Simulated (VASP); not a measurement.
Write the native input for VASP 6.6.1 that does the following.

| Property | Result |
| --- | --- |
| Task | single point |
| Functional | PBEsol |
| Potentials or basis | VASP PAW PBE potentials, release 64 (Sc_sv, H) |
| Cutoff | 520 eV |
| k mesh | 3 × 2 × 3 |
| Occupations | gaussian, width 0.1 eV |
| Spin | no spin polarisation |
| Dipole correction | no |
| Further INCAR settings | ALGO = Normal; EDIFF = 1e-07; NBANDS = 78 |

The structure of Sc12H (a cell with a defect) lies in POSCAR:

```
Sc12H
1.0
    6.6200000000      0.0000000000      0.0000000000
   -4.9650000000      8.5996320000      0.0000000000
    0.0000000000      0.0000000000      5.2761400000
Sc H
12 1
Direct
    0.0016997523     -0.0009382960      0.0008883388
    0.1671770971      0.2231779220      0.5054570197
    0.0026859495      0.3362084564      0.0029591709
    0.1676145877      0.5567926628      0.4955029624
    0.0007239751      0.6670706374     -0.0073449529
    0.1668587902      0.8884942984      0.4957491651
    0.4983717427     -0.0002789654      0.0015460166
    0.6682555361      0.2232083885      0.5061742107
    0.5004910465      0.3338245171      0.0041689569
    0.6682572120      0.5570176724      0.4966109694
    0.5007372599      0.6672547151     -0.0014804384
    0.6667169155      0.8887510535      0.5040942810
    0.8338394576      0.1114995386      0.3499317683
```

One way to write it, as run:

INCAR

```
SYSTEM = Sc12H
PREC = Accurate
ENCUT = 520
EDIFF = 1E-7
ISMEAR = 0
SIGMA = 0.1
LREAL = .False.
LASPH = .True.
NELM = 100
ALGO = Normal
ISIF = 2
LWAVE = .False.
LCHARG = .True.
GGA = PS
LELF = .True.
LVHAR = .True.
NBANDS = 78
```

KPOINTS

```
Automatic mesh
0
Gamma
  3 2 3
  0 0 0
```

Potentials or basis: VASP PAW PBE potentials, release 64 (Sc_sv, H).

Run with:

```bash
$ cat potpaw_PBE.64/Sc_sv/POTCAR potpaw_PBE.64/H/POTCAR > POTCAR
$ mpirun -np 1 vasp_std > vasp.out
```

Results of the run:

```
Pressure               : -2.8 GPa
Largest force          : 0.783 eV/Å
Band gap on the k mesh : zero (an odd number of electrons rules out a gap without spin polarisation)
```

Caveat: the k points lie up to 0.40 Å⁻¹ apart, too coarse for converged energies and pressures of a metal; the PAW data sets were made with another functional, which shifts forces and pressure a little.

Run time: 10 min on 1 thread of AMD EPYC 7R43 64-Core Processor (Zen 3), on a shared host, peak memory 0.42 GiB.
